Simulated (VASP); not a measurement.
# Sb (Fd-3m) in VASP: notebook

Runs on Sb. Level: r2SCAN. Tasks: single point.

All numbers are computed with VASP 6.6.1; they aren't measurements. Logs are shortened: lines on timing, memory, paths and dates and some standing lists are left out, and cuts for length are marked.

## Step 1: The cell of the first run

It takes space group Fd-3m (No. 227, cubic). The conventional cell has a = 6.902 Å, b = 6.902 Å, c = 6.902 Å, α = 90.00°, β = 90.00°, γ = 90.00°. Sb (site symmetry -43m) has 4 Sb at 2.99 Å within 3.9 Å.

## Step 2: Single point, r2SCAN

The input, POSCAR:

```
Sb
1.0
    0.0000000000      3.4510963244      3.4510963244
    3.4510963244      0.0000000000      3.4510963244
    3.4510963244      3.4510963244      0.0000000000
Sb
2
Direct
    0.0000000000      0.0000000000      0.0000000000
    0.2500000000      0.2500000000      0.2500000000
```

The input, INCAR.step1:

```
PREC = Accurate ; ENCUT = 550
ISMEAR = -1 ; SIGMA = 0.1
LREAL = False ; LASPH = True
NELM = 120 ; NBANDS = 12
GGA = PE ; ALGO = Normal
EDIFF = 1E-5 ; LWAVE = True
LCHARG = False ; GGA_COMPAT = False
```

The input, INCAR.step2:

```
PREC = Accurate ; ENCUT = 550
EDIFF = 1E-6 ; ISMEAR = -1
SIGMA = 0.1 ; LREAL = False
LASPH = True ; NELM = 120
ALGO = Normal ; ISIF = 2
LWAVE = False ; LCHARG = True
METAGGA = R2SCAN ; LMIXTAU = True
LELF = True ; LVHAR = True
NBANDS = 12 ; ISTART = 1
GGA_COMPAT = False
```

The input, KPOINTS:

```
regular mesh
0
Gamma
  5 5 5
```

Potentials or basis: VASP PAW PBE potentials, release 64 (Sb).

Command:

```console
> cat potpaw_PBE.64/Sb/POTCAR > POTCAR
> cp INCAR.step1 INCAR
> mpirun -np 1 vasp_std > vasp.out
> cp INCAR.step2 INCAR
> mpirun -np 1 vasp_std > vasp.out
```

OUTCAR:

```text
PREC = Accurate
   ENCUT = 550
   EDIFF = 1E-6
   ISMEAR = -1
   LREAL = False
   LASPH = True
   NELM = 120
   ISIF = 2
   METAGGA = R2SCAN
   ISTART = 1

 ion  position               nearest neighbor table
   1  0.000  0.000  0.000-   2 2.99   2 2.99   2 2.99   2 2.99
   2  0.250  0.250  0.250-   1 2.99   1 2.99   1 2.99   1 2.99

  LATTYP: Found a face centered cubic cell.
 ALAT       =     6.9021926488

  Lattice vectors:

 A1 = (   0.0000000000,   3.4510963244,   3.4510963244)
 A2 = (   3.4510963244,   0.0000000000,   3.4510963244)
 A3 = (   3.4510963244,   3.4510963244,   0.0000000000)

Analysis of symmetry for initial positions (statically):
=====================================================================
 Subroutine PRICEL returns:
 Original cell was already a primitive cell.

 Routine SETGRP: Setting up the symmetry group for a
 face centered cubic supercell.

 Subroutine GETGRP returns: Found 48 space group operations
 (whereof 24 operations were pure point group operations)
 out of a pool of 48 trial point group operations.

The static configuration has the point symmetry T_d .
 The point group associated with its full space group is O_h .

Analysis of symmetry for dynamics (positions and initial velocities):
=====================================================================
 Subroutine PRICEL returns:
 Original cell was already a primitive cell.

 Routine SETGRP: Setting up the symmetry group for a
 face centered cubic supercell.

 Subroutine GETGRP returns: Found 48 space group operations
 (whereof 24 operations were pure point group operations)
 out of a pool of 48 trial point group operations.

The dynamic configuration has the point symmetry T_d .
 The point group associated with its full space group is O_h .

 Subroutine INISYM returns: Found 48 space group operations
 (whereof 24 operations are pure point group operations),
 and found     1 'primitive' translations

----------------------------------------------------------------------------------------

                                     Primitive cell

  volume of cell :      82.2056

  direct lattice vectors                    reciprocal lattice vectors
     0.000000000  3.451096324  3.451096324    -0.144881496  0.144881496  0.144881496
     3.451096324  0.000000000  3.451096324     0.144881496 -0.144881496  0.144881496
     3.451096324  3.451096324  0.000000000     0.144881496  0.144881496 -0.144881496

  length of vectors
     4.880587227  4.880587227  4.880587227     0.250942113  0.250942113  0.250942113

  position of ions in fractional coordinates (direct lattice)
     0.000000000  0.000000000  0.000000000
     0.250000000  0.250000000  0.250000000

  ion indices of the primitive-cell ions
   primitive index   ion index
                 1           1
                 2           2

----------------------------------------------------------------------------------------

 KPOINTS: regular mesh

Automatic generation of k-mesh.
 Grid dimensions read from file:
 generate k-points for:    5    5    5

 Generating k-lattice:

  Cartesian coordinates                     Fractional coordinates (reciprocal lattice)
    -0.028976299  0.028976299  0.028976299     0.200000000  0.000000000  0.000000000
     0.028976299 -0.028976299  0.028976299     0.000000000  0.200000000  0.000000000
     0.028976299  0.028976299 -0.028976299     0.000000000  0.000000000  0.200000000

  Length of vectors
     0.050188423  0.050188423  0.050188423

  Shift w.r.t. Gamma in fractional coordinates (k-lattice)
     0.000000000  0.000000000  0.000000000

 Subroutine IBZKPT returns following result:
 ===========================================

 Found     10 irreducible k-points:

 Following reciprocal coordinates:
            Coordinates               Weight
  0.000000  0.000000  0.000000      1.000000
  0.200000  0.000000  0.000000      8.000000
  0.400000  0.000000  0.000000      8.000000
  0.200000  0.200000  0.000000      6.000000
  0.400000  0.200000  0.000000     24.000000
 -0.400000  0.200000  0.000000     24.000000
 -0.200000  0.200000  0.000000     12.000000
  0.400000  0.400000  0.000000      6.000000
 -0.400000  0.400000  0.000000     12.000000
 -0.400000  0.400000  0.200000     24.000000
   k-points           NKPTS =     10   k-points in BZ     NKDIM =     10   number of bands    NBANDS=     12
   number of dos      NEDOS =    301   number of ions     NIONS =      2
   total plane-waves  NPLWV =  64000
   dimension x,y,z NGX =    40 NGY =   40 NGZ =   40
   dimension x,y,z NGXF=    80 NGYF=   80 NGZF=   80
   ions per type =               2
   NGX,Y,Z   is equivalent  to a cutoff of  13.63, 13.63, 13.63 a.u.
   NGXF,Y,Z  is equivalent  to a cutoff of  27.25, 27.25, 27.25 a.u.
 SYSTEM =  unknown system
   PREC   = accura    normal or accurate (medium, high low for compatibility)
   ISTART =      1    job   : 0-new  1-cont  2-samecut
   ICHARG =      0    charge: 1-file 2-atom 10-const
   ISPIN  =      1    spin polarized calculation?
   LNONCOLLINEAR =      F non collinear calculations
   LSORBIT =      F    spin-orbit coupling
   LASPH  =      T    aspherical Exc in radial PAW
   ENCUT  =  550.0 eV  40.42 Ry    6.36 a.u.   9.33  9.33  9.33*2*pi/ulx,y,z
   NELM   =    120;   NELMIN=  2; NELMDL=  0     # of ELM steps
   EDIFF  = 0.1E-05   stopping-criterion for ELM
   LREAL  =      F    real-space projection
   EDIFFG = 0.1E-04   stopping-criterion for IOM
   NSW    =      0    number of steps for IOM
   IBRION =     -1    ionic relax: 0-MD 1-quasi-New 2-CG
   NFREE  =      0    steps in history (QN), initial steepest desc. (CG)
   ISIF   =      2    stress and relaxation
   ISYM   =      2    0-nonsym 1-usesym 2-fastsym
   POTIM  = 0.5000    time-step for ionic-motion
   TEBEG  =    0.0;   TEEND  =   0.0 temperature during run
   PSTRESS=    0.0 pullay stress
   NELECT =      10.0000    total number of electrons
   NUPDOWN=      -1.0000    fix difference up-down
   EMIN   =  10.00;   EMAX   =-10.00  energy-range for DOS
   EFERMI =   0.00;   METHOD = LEGACY
   ISMEAR =    -1;   SIGMA  =   0.10  broadening in eV -4-tet -1-fermi 0-gaus
   EFERMI_NEDOS =   21; number of points for ismear=-14 and -15
   IALGO  =     38    algorithm
   IMIX   =      4    mixing-type and parameters
     AMIX     =   0.40;   BMIX     =  1.00
     AMIX_MAG =   1.60;   BMIX_MAG =  1.00
  volume/ion in A,a.u.               =      41.10       277.38
  Fermi-wavevector in a.u.,A,eV,Ry     =   0.811162  1.532874  8.952419  0.657984
  Thomas-Fermi vector in A             =   1.920471
   LORBIT       =      0    0 simple, 1 ext, 2 COOP (PROOUT), +10 PAW based schemes
   METAGGA = R2SCAN    functional components
   LHFCALC =     F    Hartree Fock is set to
   AEXX    =    0.0000 exact exchange contribution
   IVDW    =     0    specifies the selected vdW correction
   LEPSILON=     F    determine dielectric tensor
   LRPA    =     F    only Hartree local field effects (RPA)
 non-spin polarized calculation
  energy-cutoff  :      550.00
  volume of cell :       82.21
 maximum number of plane-waves:      2428
 NGX is ok and might be reduce to    40
   NGX = 19   NGY = 19   NGZ = 19

 number of electron      10.0000000 magnetization

 Free energy of the ion-electron system (eV)
  ---------------------------------------------------
  ext. energy  EPLUGINS =         0.00000000
  ---------------------------------------------------
  free energy    TOTEN  =       -50.67846600 eV

  energy without entropy =      -50.64423865  energy(sigma->0) =      -50.66135233

 E-fermi :   4.3616     XC(G=0):  -8.4470

 val. band max:        4.0092051702   @ k =   0.2000   0.2000   0.0000
 cond. band min:       4.3706408397   @ k =  -0.4000   0.4000   0.2000
 fundamental gap:      0.3614356696
 Fermi energy:         4.3616051721

 k-point     1 :       0.0000    0.0000    0.0000
  band No.  band energies     occupation
      1      -8.1049      2.00000
      2      -1.1124      2.00000
      3       2.1274      2.00000
      4       2.1274      2.00000
      5       2.1274      2.00000
      6       4.6146      0.14761
      7       4.6146      0.14761
      8       4.6146      0.14761
      9       8.4169      0.00000
     10      10.8107      0.00000
     11      10.8107      0.00000
     12      12.0906      0.00000

 k-point     2 :       0.2000    0.0000    0.0000
  band No.  band energies     occupation
      1      -7.8100      2.00000
      2      -2.3328      2.00000
      3       1.7556      2.00000
      4       1.7556      2.00000
      5       2.1797      2.00000
      6       5.1614      0.00067
      7       5.1614      0.00067
      8       5.5602      0.00001
      9       9.4980      0.00000
     10      10.1628      0.00000
     11      10.1628      0.00000
     12      11.4857      0.00000

 k-point     3 :       0.4000    0.0000    0.0000
  band No.  band energies     occupation
      1      -7.1128      2.00000
      2      -4.0069      2.00000
      3       1.3399      2.00000
      4       1.3399      2.00000
      5       1.8841      2.00000
      6       5.6991      0.00000
      7       5.6991      0.00000
      8       7.8806      0.00000
      9       9.8049      0.00000
     10      10.8814      0.00000
     11      10.8814      0.00000
     12      11.7103      0.00000
[... 76 lines left out ...]
 k-point     9 :      -0.4000    0.4000    0.0000
  band No.  band energies     occupation
      1      -5.9445      2.00000
      2      -5.4461      2.00000
      3      -0.0666      2.00000
      4       0.5275      2.00000
      5       3.6774      1.99787
      6       4.9031      0.00886
      7       7.7513      0.00000
      8       7.9539      0.00000
      9       9.5113      0.00000
     10      11.4071      0.00000
     11      11.7740      0.00000
     12      14.2388      0.00000

 k-point    10 :      -0.4000    0.4000    0.2000
  band No.  band energies     occupation
      1      -6.3598      2.00000
      2      -4.9602      2.00000
      3      -0.0376      2.00000
      4       0.4645      2.00000
      5       4.3706      0.95485
      6       5.0618      0.00182
      7       6.6653      0.00000
      8       7.5244      0.00000
      9       9.8484      0.00000
     10      10.5921      0.00000
     11      12.3957      0.00000
     12      13.4929      0.00000

------------------------ aborting loop because EDIFF is reached ----------------------------------------

  FORCE on cell =-STRESS in cart. coord.  units (eV):
  Direction    XX          YY          ZZ          XY          YZ          ZX
  --------------------------------------------------------------------------------------
  -------------------------------------------------------------------------------------
  Total        0.2120545      0.2120545      0.2120545      0.0000000      0.0000000      0.0000000
  in kB        4.1329178      4.1329178      4.1329178      0.0000000      0.0000000      0.0000000
  external PRESSURE =       4.1329178 kB  Pullay stress =       0.0000000 kB

 VOLUME and BASIS-vectors are now :
 -----------------------------------------------------------------------------
  energy-cutoff  :      550.00
  volume of cell :       82.21
      direct lattice vectors                 reciprocal lattice vectors
     0.000000000  3.451096324  3.451096324    -0.144881496  0.144881496  0.144881496
     3.451096324  0.000000000  3.451096324     0.144881496 -0.144881496  0.144881496
     3.451096324  3.451096324  0.000000000     0.144881496  0.144881496 -0.144881496

 POSITION                                       TOTAL-FORCE (eV/Angst)
 -----------------------------------------------------------------------------------
      0.00000      0.00000      0.00000         0.000000      0.000000      0.000000
      1.72555      1.72555      1.72555        -0.000000     -0.000000     -0.000000
 -----------------------------------------------------------------------------------
    total drift:                               -0.000000      0.000000      0.000000

  FREE ENERGIE OF THE ION-ELECTRON SYSTEM (eV)
  ---------------------------------------------------
  free  energy   TOTEN  =       -50.6784659973 eV

  energy  without entropy=      -50.6442386541  energy(sigma->0) =      -50.66135233
```

Run time: 92 s. Hardware: 1 thread of AMD EPYC 7R43 (Zen 3), shared host; peak memory 0.2 GiB.

What came out:

| Quantity | Value |
| --- | --- |
| Free energy | -50.6785 eV |
| Pressure | 0.4 GPa |
| Band gap on the k mesh | zero (band 5 reaches 4.37 eV, above the bottom of band 6 at 3.84 eV) |

Caveat: the PAW data sets were made with another functional, which shifts forces and pressure a little; spin-orbit coupling is left out, which moves the levels of the heavy elements.

## Step 3: Single point, r2SCAN

This run uses another cell than the first one, of 41.52 Å³/atom, 1.010 times its volume.

The input, POSCAR:

```
Sb
1.0
    0.0000000000      3.4626772713      3.4626772713
    3.4626772713      0.0000000000      3.4626772713
    3.4626772713      3.4626772713      0.0000000000
Sb
2
Direct
    0.0000000000      0.0000000000      0.0000000000
    0.2500000000      0.2500000000      0.2500000000
```

The input, INCAR.step1:

```
SYSTEM = Sb
  PREC = Accurate
  ENCUT = 550
  ISMEAR = -1
  SIGMA = 0.1
  LREAL = .False.
  LASPH = .True.
  NELM = 120
  NBANDS = 12
  GGA = PE
  ALGO = Normal
  EDIFF = 1E-5
  LWAVE = .True.
  LCHARG = .False.
  GGA_COMPAT = .False.
```

The input, INCAR.step2:

```
SYSTEM = Sb
  PREC = Accurate
  ENCUT = 550
  EDIFF = 1E-6
  ISMEAR = -1
  SIGMA = 0.1
  LREAL = .False.
  LASPH = .True.
  NELM = 120
  ALGO = Normal
  ISIF = 2
  LWAVE = .False.
  LCHARG = .False.
  METAGGA = R2SCAN
  LMIXTAU = .True.
  NBANDS = 12
  ISTART = 1
  GGA_COMPAT = .False.
```

The input, KPOINTS:

```
Automatic mesh
0
Gamma
  5 5 5
  0 0 0
```

Potentials or basis: VASP PAW PBE potentials, release 64 (Sb).

Command:

```console
> cat potpaw_PBE.64/Sb/POTCAR > POTCAR
> cp INCAR.step1 INCAR
> mpirun -np 1 vasp_std > vasp.out
> cp INCAR.step2 INCAR
> mpirun -np 1 vasp_std > vasp.out
```

OUTCAR:

```text
SYSTEM = Sb
   PREC = Accurate
   ENCUT = 550
   EDIFF = 1E-6
   ISMEAR = -1
   LREAL = .False.
   LASPH = .True.
   NELM = 120
   ISIF = 2
   METAGGA = R2SCAN
   ISTART = 1

 ion  position               nearest neighbor table
   1  0.000  0.000  0.000-   2 3.00   2 3.00   2 3.00   2 3.00
   2  0.250  0.250  0.250-   1 3.00   1 3.00   1 3.00   1 3.00

  LATTYP: Found a face centered cubic cell.
 ALAT       =     6.9253545426

  Lattice vectors:

[... 321 lines left out ...]

------------------------ aborting loop because EDIFF is reached ----------------------------------------

  FORCE on cell =-STRESS in cart. coord.  units (eV):
  Direction    XX          YY          ZZ          XY          YZ          ZX
  --------------------------------------------------------------------------------------
  -------------------------------------------------------------------------------------
  Total        0.0275902      0.0275902      0.0275902      0.0000000      0.0000000      0.0000000
  in kB        0.5323529      0.5323529      0.5323529      0.0000000      0.0000000      0.0000000
  external PRESSURE =       0.5323529 kB  Pullay stress =       0.0000000 kB

 VOLUME and BASIS-vectors are now :
 -----------------------------------------------------------------------------
  energy-cutoff  :      550.00
  volume of cell :       83.04
      direct lattice vectors                 reciprocal lattice vectors
     0.000000000  3.462677271  3.462677271    -0.144396939  0.144396939  0.144396939
     3.462677271  0.000000000  3.462677271     0.144396939 -0.144396939  0.144396939
     3.462677271  3.462677271  0.000000000     0.144396939  0.144396939 -0.144396939

 POSITION                                       TOTAL-FORCE (eV/Angst)
 -----------------------------------------------------------------------------------
      0.00000      0.00000      0.00000        -0.000000     -0.000000     -0.000000
      1.73134      1.73134      1.73134         0.000000      0.000000      0.000000
 -----------------------------------------------------------------------------------
    total drift:                               -0.000000      0.000000      0.000000

  FREE ENERGIE OF THE ION-ELECTRON SYSTEM (eV)
  ---------------------------------------------------
  free  energy   TOTEN  =       -50.6796430781 eV

  energy  without entropy=      -50.6455872360  energy(sigma->0) =      -50.66261516
```

OUTCAR.step1:

```text
SYSTEM = Sb
   PREC = Accurate
   ENCUT = 550
   ISMEAR = -1
   LREAL = .False.
   LASPH = .True.
[... 358 lines left out ...]
      0.00000      0.00000      0.00000         0.000000      0.000000      0.000000
      1.73134      1.73134      1.73134        -0.000000     -0.000000     -0.000000
 -----------------------------------------------------------------------------------
    total drift:                               -0.000000      0.000000      0.000000

  FREE ENERGIE OF THE ION-ELECTRON SYSTEM (eV)
  ---------------------------------------------------
  free  energy   TOTEN  =        -7.6976015707 eV

  energy  without entropy=       -7.6630904455  energy(sigma->0) =       -7.68034601
```

OSZICAR.step1:

```text
N       E                     dE             d eps       ncg     rms          rms(c)
DAV:   1     0.298970695114E+02    0.29897E+02   -0.32902E+03   240   0.630E+02
DAV:   2    -0.550340856693E+01   -0.35400E+02   -0.33665E+02   288   0.100E+02
DAV:   3    -0.769006401010E+01   -0.21867E+01   -0.21759E+01   292   0.253E+01
DAV:   4    -0.771797484943E+01   -0.27911E-01   -0.27907E-01   264   0.348E+00
DAV:   5    -0.771846953900E+01   -0.49469E-03   -0.49469E-03   304   0.525E-01    0.260E+00
DAV:   6    -0.770494042731E+01    0.13529E-01   -0.67574E-03   252   0.432E-01    0.155E+00
DAV:   7    -0.769732979541E+01    0.76106E-02   -0.15924E-02   260   0.648E-01    0.619E-02
DAV:   8    -0.769755819507E+01   -0.22840E-03   -0.63252E-04   248   0.148E-01    0.168E-02
DAV:   9    -0.769759381129E+01   -0.35616E-04   -0.37807E-05   284   0.367E-02    0.829E-03
DAV:  10    -0.769760157069E+01   -0.77594E-05   -0.11067E-05   240   0.166E-02
   1 F= -.76976016E+01 E0= -.76803460E+01  d E =-.345111E-01
```

Run time: 78 s. Hardware: 1 thread of AMD EPYC 7R43 (Zen 3), shared host; peak memory 0.2 GiB.

Results:

| Property | Result |
| --- | --- |
| Free energy | -50.6796 eV |
| Pressure | 0.1 GPa |
| Band gap on the k mesh | zero (band 5 reaches 4.26 eV, above the bottom of band 6 at 3.74 eV) |

Levels at points of the mesh, in eV from the Fermi level:
```tsv
k point	band 1	band 2	band 3	band 4	band 5	band 6	band 7	band 8	band 9	band 10
(0.00, 0.00, 0.00)	-12.39	-5.51	-2.20	-2.20	-2.20	0.27	0.27	0.27	4.07	6.46
```

Caveat: the PAW data sets were made with another functional, which shifts forces and pressure a little; spin-orbit coupling is left out, which moves the levels of the heavy elements.
